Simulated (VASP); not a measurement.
Runs of VASP 6.6.1 on SrVO3. The structure is that of space group Pm-3m (No. 221), or close to it. The cells are those of the table. 

```csv
task,level,potentials or basis,spin,cell,k mesh,cutoff (eV),gap on the mesh (eV),pressure (GPa),moment (μB),relaxed volume (Å³/atom)
relaxation of cell and atoms,PBEsol,"VASP PAW PBE potentials, release 64 (Sr_sv, V_sv, O)","collinear, ferromagnetic start","relaxed from a = 3.841 Å, 5 atoms",7 × 7 × 7,600,none,0.0,0.00,11.09
single point,RPBE,"VASP PAW PBE potentials, release 64 (Sr_sv, V_sv, O)","collinear, ferromagnetic start","a = 3.841 Å, 5 atoms",7 × 7 × 7,520,none,8.2,(b),-
single point,PBEsol,"VASP PAW PBE potentials, release 64 (Sr_sv, V_sv, O)","collinear, ferromagnetic start","a = 3.809 Å, 5 atoms",7 × 7 × 7,520,none,0.9,0.00,-
relaxation of cell and atoms,RPBE,"VASP PAW PBE potentials, release 64 (Sr_sv, V_sv, O)","collinear, ferromagnetic start","relaxed from a = 3.841 Å, 5 atoms",5 × 5 × 5,600,none,0.0,(c),11.91
single point,r2SCAN,"VASP PAW PBE potentials, release 64 (Sr_sv, V_sv, O)","non-collinear, typed start, SOC","a = 3.841 Å, 5 atoms",5 × 5 × 5,520,-,0.8,1.00,-
single point,PBEsol,"VASP PAW PBE potentials, release 64 (Sr_sv, V_sv, O)","collinear, ferromagnetic start","a = 3.841 Å, 5 atoms",7 × 7 × 7,520,none,-4.0,0.00,-
single point,PBE,"VASP PAW PBE potentials, release 64 (Sr_sv, V_sv, O_h)","collinear, ferromagnetic start","a = 3.841 Å, 5 atoms",7 × 7 × 7,910,none,(a),0.00,-
```

Alike in all rows: smearing fermi-dirac 0.05 eV.

Task: Estimate the missing entries.

Result: (a) 2.9; (b) 0.01; (c) 0.77.

Caveats: the PAW data sets were made with another functional, which shifts forces and pressure a little (at least some runs); semilocal functionals often make such compounds metallic where correlation or magnetic order opens a gap, which also shifts bond lengths (at least some runs); the cell stands under pressure (at least some runs); the cell stands under tension (at least some runs); the cutoff is under 1.25 times the usual one of these potentials, so pressure, stress and relaxed cells hold a basis-set (Pulay) error (at least some runs).

A k mesh can miss the band edges, and rows without SOC leave out spin-orbit coupling on Sr.

A gap of «none» marks levels without a gap at the run's occupations.
